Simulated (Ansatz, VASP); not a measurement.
**GaN in VASP and in Ansatz**

File INCAR:

```
SYSTEM = GaN
  ALGO = Normal
  EDIFF = 1E-6
  EDIFFG = -0.002
  ENCUT = 600
  IBRION = 2
  ISIF = 3
  ISMEAR = 0
  LASPH = .TRUE.
  LCHARG = .FALSE.
  LREAL = .FALSE.
  LWAVE = .FALSE.
  NELM = 100
  NSW = 60
  PREC = Accurate
  SIGMA = 0.01
```

KPOINTS

```
k-points
0
G
  9 9 6
  0 0 0
```

File POSCAR:

```
GaN
1.0
    3.1890000000      0.0000000000      0.0000000000
   -1.5945000000      2.7617550127      0.0000000000
    0.0000000000      0.0000000000      5.1850000000
Ga N
2 2
Direct
    0.3333333333      0.6666666667      0.0000000000
    0.6666666667      0.3333333333      0.5000000000
    0.3333333333      0.6666666667      0.3770000000
    0.6666666667      0.3333333333      0.8770000000
```

Input for Ansatz:

```yaml
crystal:
  lattice:
    - [3.189, 0.0, 0.0]
    - [-1.5945, 2.7617550127, 0.0]
    - [0.0, 0.0, 5.185]
  atoms:
    - { symbol: Ga, position: [0.3333333333, 0.6666666667, 0.0] }
    - { symbol: Ga, position: [0.6666666667, 0.3333333333, 0.5] }
    - { symbol: "N", position: [0.3333333333, 0.6666666667, 0.377] }
    - { symbol: "N", position: [0.6666666667, 0.3333333333, 0.877] }
scf:
  occupations: { method: fixed }
output:
  forces: true
  stress: true
  eigenvalues: true
hamiltonian:
  xc: lda
kpoints:
  mp_grid: { grid: [9, 9, 6] }
relax:
  f_tol: 0.002
  max_steps: 40
  cell: { stress_tol: 0.02 }
```

Alike in both runs: task relaxation of cell and atoms; functional LDA; k mesh 9 × 9 × 6; no spin polarisation.

|  | VASP | Ansatz |
| --- | --- | --- |
| version | VASP 6.6.1 | Ansatz 0.2.0 |
| potentials or method | VASP PAW LDA potentials, release 64 (Ga_d, N) | scalar-relativistic, plane waves, PAW |
| plane-wave cutoff (eV) | 600 | 420 |
| occupations | gaussian, width 0.01 eV | fixed |
| valence electrons in the cell | 36 | 36 |

|  | VASP | Ansatz | Ansatz less VASP |
| --- | --- | --- | --- |
| gap on the k mesh at the Fermi level, each at its own relaxed structure (eV) | 2.11 | 2.13 | +0.016 |
| relaxed volume (Å³/atom) | 11.11 | 11.05 | -0.054 |
| relaxed length of the cell vector where the two differ most in proportion (Å) | 3.157 | 3.152 | -0.0052 |

LDA's correlation is that of Perdew and Zunger in VASP and of Perdew and Wang (1992) in Ansatz.
